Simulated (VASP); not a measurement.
# Mg2C3 (C2/m) in VASP: single point with PBE

Aim: the single point of Mg2C3 with PBE.

All numbers are computed with VASP 6.6.1; they aren't measurements. Logs are shortened: lines on timing, memory, paths and dates and some standing lists are left out, and cuts for length are marked.

**1. The cell of the first run**

The structure is monoclinic, space group C2/m (No. 12). The conventional cell has a = 4.831 Å, b = 4.700 Å, c = 4.987 Å, α = 90.00°, β = 104.25°, γ = 90.00°. Mg (site symmetry m) has 9 C at 2.24 to 2.86 Å within 3.0 Å. C (site symmetry m) has 1 C at 1.33 Å within 1.8 Å. Within 1.8 Å of C (site symmetry 2/m) lie 2 C at 1.33 Å.

**2. Single point, PBE**

File INCAR:

```
SYSTEM = Mg2C3
PREC     = Accurate       ! precision mode
ENCUT    = 520            ! plane-wave cutoff, eV
EDIFF    = 1E-7           ! SCF threshold, eV
ISMEAR   = -1             ! smearing method
SIGMA    = 0.05           ! smearing width, eV
LREAL    = .FALSE.        ! projectors in reciprocal space
LASPH    = .TRUE.         ! aspherical terms in the spheres
NELM     = 80             ! most SCF steps
ALGO     = Normal         ! electronic algorithm
ISIF     = 2              ! what is computed and relaxed
LWAVE    = .FALSE.        ! write WAVECAR
LCHARG   = .FALSE.        ! write CHGCAR
GGA      = PE             ! functional
NBANDS   = 16             ! bands
```

File KPOINTS:

```
Automatic mesh
0
G
  9 9 6
  0 0 0
```

File POSCAR:

```
Mg2C3
1.0
    2.4155000000     -2.3500000000      0.0000000000
    2.4155000000      2.3500000000      0.0000000000
   -1.2270700000      0.0000000000      4.8332800000
Mg C
2 3
Direct
    0.8096247297      0.8096247297      0.1994263455
    0.1903752703      0.1903752703      0.8005736545
    0.3000558351      0.3000558351      0.2630970080
    0.6999441649      0.6999441649      0.7369029920
    0.5000000000      0.5000000000      0.5000000000
```

Potentials or basis: VASP PAW PBE potentials, release 64 (Mg, C).

On the command line:

```console
cat potpaw_PBE.64/Mg/POTCAR potpaw_PBE.64/C/POTCAR > POTCAR
mpirun -np 1 vasp_std > vasp.out
```

OUTCAR:

```text
SYSTEM = Mg2C3
   PREC = Accurate
   ENCUT = 520
   EDIFF = 1E-7
   ISMEAR = -1
   LREAL = .FALSE.
   LASPH = .TRUE.
   NELM = 80
   ISIF = 2
   GGA = PE

 ion  position               nearest neighbor table
   1  0.810  0.810  0.199-   4 2.24   3 2.31   5 2.36   3 2.37   3 2.37   3 2.56   5 2.82   5 2.82
                             4 2.86   2 3.02   2 3.04   2 3.04   2 3.11   2 3.16
   2  0.190  0.190  0.801-   3 2.24   4 2.31   5 2.36   4 2.37   4 2.37   4 2.56   5 2.82   5 2.82
                             3 2.86   1 3.02   1 3.04   1 3.04   1 3.11   1 3.16
   3  0.300  0.300  0.263-   5 1.33   2 2.24   1 2.31   1 2.37   1 2.37   1 2.56   2 2.86
   4  0.700  0.700  0.737-   5 1.33   1 2.24   2 2.31   2 2.37   2 2.37   2 2.56   1 2.86
   5  0.500  0.500  0.500-   3 1.33   4 1.33   1 2.36   2 2.36   2 2.82   2 2.82   1 2.82   1 2.82

  LATTYP: Found a base centered monoclinic cell.
 ALAT       =     4.8310000000
 B/A-ratio  =     0.9728834610
 C/A-ratio  =     1.0322110763
 COS(beta)  =    -0.2460728991

  Lattice vectors:

 A1 = (   2.4155000000,  -2.3500000000,   0.0000000000)
 A2 = (   2.4155000000,   2.3500000000,   0.0000000000)
 A3 = (  -1.2270700000,   0.0000000000,   4.8332800000)

Analysis of symmetry for initial positions (statically):
=====================================================================
 Subroutine PRICEL returns:
 Original cell was already a primitive cell.

 Routine SETGRP: Setting up the symmetry group for a
 base centered monoclinic supercell.

 Subroutine GETGRP returns: Found  4 space group operations
 (whereof  4 operations were pure point group operations)
 out of a pool of  4 trial point group operations.

The static configuration has the point symmetry C_2h.

Analysis of symmetry for dynamics (positions and initial velocities):
=====================================================================
 Subroutine PRICEL returns:
 Original cell was already a primitive cell.

 Routine SETGRP: Setting up the symmetry group for a
 base centered monoclinic supercell.

 Subroutine GETGRP returns: Found  4 space group operations
 (whereof  4 operations were pure point group operations)
 out of a pool of  4 trial point group operations.

The dynamic configuration has the point symmetry C_2h.

 Subroutine INISYM returns: Found  4 space group operations
 (whereof  4 operations are pure point group operations),
 and found     1 'primitive' translations
[... 96 lines left out ...]
   LNONCOLLINEAR =      F non collinear calculations
   LSORBIT =      F    spin-orbit coupling
   LASPH  =      T    aspherical Exc in radial PAW
   ENCUT  =  520.0 eV  38.22 Ry    6.18 a.u.   6.27  6.27  9.27*2*pi/ulx,y,z
   NELM   =     80;   NELMIN=  2; NELMDL= -5     # of ELM steps
   EDIFF  = 0.1E-06   stopping-criterion for ELM
   LREAL  =      F    real-space projection
   EDIFFG = 0.1E-05   stopping-criterion for IOM
   NSW    =      0    number of steps for IOM
   IBRION =     -1    ionic relax: 0-MD 1-quasi-New 2-CG
   NFREE  =      0    steps in history (QN), initial steepest desc. (CG)
   ISIF   =      2    stress and relaxation
   ISYM   =      2    0-nonsym 1-usesym 2-fastsym
   POTIM  = 0.5000    time-step for ionic-motion
   TEBEG  =    0.0;   TEEND  =   0.0 temperature during run
   PSTRESS=    0.0 pullay stress
   NELECT =      16.0000    total number of electrons
   NUPDOWN=      -1.0000    fix difference up-down
   EMIN   =  10.00;   EMAX   =-10.00  energy-range for DOS
   EFERMI =   0.00;   METHOD = LEGACY
   ISMEAR =    -1;   SIGMA  =   0.05  broadening in eV -4-tet -1-fermi 0-gaus
   EFERMI_NEDOS =   21; number of points for ismear=-14 and -15
   IALGO  =     38    algorithm
   IMIX   =      4    mixing-type and parameters
     AMIX     =   0.40;   BMIX     =  1.00
     AMIX_MAG =   1.60;   BMIX_MAG =  1.00
  volume/ion in A,a.u.               =      10.97        74.06
  Fermi-wavevector in a.u.,A,eV,Ry     =   1.085590  2.051468 16.034546  1.178506
  Thomas-Fermi vector in A             =   2.221707
   LORBIT       =      0    0 simple, 1 ext, 2 COOP (PROOUT), +10 PAW based schemes
   GGA     = PE    functional components
   LHFCALC =     F    Hartree Fock is set to
   AEXX    =    0.0000 exact exchange contribution
   IVDW    =     0    specifies the selected vdW correction
   LEPSILON=     F    determine dielectric tensor
   LRPA    =     F    only Hartree local field effects (RPA)
 non-spin polarized calculation
  energy-cutoff  :      520.00
  volume of cell :       54.87
 maximum number of plane-waves:      1497
 NGX is ok and might be reduce to    28
   NGX = 13   NGY = 13   NGZ = 19

 number of electron      15.9999999 magnetization

 Free energy of the ion-electron system (eV)
  ---------------------------------------------------
  ext. energy  EPLUGINS =         0.00000000
  ---------------------------------------------------
  free energy    TOTEN  =       -29.62142031 eV

  energy without entropy =      -29.62142031  energy(sigma->0) =      -29.62142031

 E-fermi :   5.4880     XC(G=0): -10.3834

 val. band max:        4.5960652558   @ k =   0.0000   0.0000   0.5000
 cond. band min:       6.3859354615   @ k =   0.4444   0.4444   0.3333
 fundamental gap:      1.7898702057
 Fermi energy:         5.4879645270

 k-point     1 :       0.0000    0.0000    0.0000
  band No.  band energies     occupation
      1     -11.4201      2.00000
      2      -7.4652      2.00000
      3      -2.8223      2.00000
      4       0.4714      2.00000
      5       1.2296      2.00000
      6       1.6263      2.00000
[... 433 lines left out ...]
      3      -1.5995      2.00000
      4      -1.2062      2.00000
      5      -0.7551      2.00000
      6       0.6399      2.00000
[... 8 lines left out ...]
     15      15.3517      0.00000
     16      16.6351      0.00000

 [... further k-points ...]
[... 5 lines left out ...]
  --------------------------------------------------------------------------------------
  -------------------------------------------------------------------------------------
  Total        0.0685213     -0.0427515      0.4513489      0.0000000      0.0000000      0.1439496
  in kB        2.0007352     -1.2482882     13.1788069      0.0000000      0.0000000      4.2031438
  external PRESSURE =       4.6437513 kB  Pullay stress =       0.0000000 kB

 VOLUME and BASIS-vectors are now :
 -----------------------------------------------------------------------------
  energy-cutoff  :      520.00
  volume of cell :       54.87
      direct lattice vectors                 reciprocal lattice vectors
     2.415500000 -2.350000000  0.000000000     0.206996481 -0.212765957  0.052552133
     2.415500000  2.350000000  0.000000000     0.206996481  0.212765957  0.052552133
    -1.227070000  0.000000000  4.833280000     0.000000000  0.000000000  0.206898835

 POSITION                                       TOTAL-FORCE (eV/Angst)
 -----------------------------------------------------------------------------------
      3.66659      0.00000      0.96388         0.002242      0.000000     -0.015894
     -0.06266      0.00000      3.86940        -0.002242      0.000000      0.015894
      1.12673      0.00000      1.27162        -0.041436      0.000000     -0.059348
      2.47720      0.00000      3.56166         0.041436      0.000000      0.059348
      1.80197      0.00000      2.41664         0.000000     -0.000000      0.000000
 -----------------------------------------------------------------------------------
    total drift:                               -0.000000      0.000000      0.000000

  FREE ENERGIE OF THE ION-ELECTRON SYSTEM (eV)
  ---------------------------------------------------
  free  energy   TOTEN  =       -29.6214203070 eV

  energy  without entropy=      -29.6214203063  energy(sigma->0) =      -29.62142031
```

stdout:

```text
POSCAR found type information on POSCAR MgC
 POSCAR found :  2 types and       5 ions
 scaLAPACK will be used
 LDA part: xc-table for (Slater+PW92), standard interpolation
 POSCAR, INCAR and KPOINTS ok, starting setup
 FFT: planning ... GRIDC
 FFT: planning ... GRID_SOFT
 FFT: planning ... GRID
 WAVECAR not read
 entering main loop
```

Wall time 2.5 min (1 thread of Intel Xeon Platinum 8175M at 2.50GHz (Skylake/Cascade Lake), shared host); peak memory 0.26 GiB.

What came out:

```
Free energy            : -29.6214 eV
Pressure               : 0.5 GPa
Largest force          : 0.072 eV/Å
Band gap on the k mesh : 1.79 eV, indirect (least direct gap 2.46 eV)
```

Forces on the atoms (eV/Å):
```
Mg   0.002  0.000 -0.016
Mg  -0.002  0.000  0.016
C   -0.041  0.000 -0.059
C    0.041  0.000  0.059
C    0.000  0.000  0.000
```

A k mesh can miss the band edges.
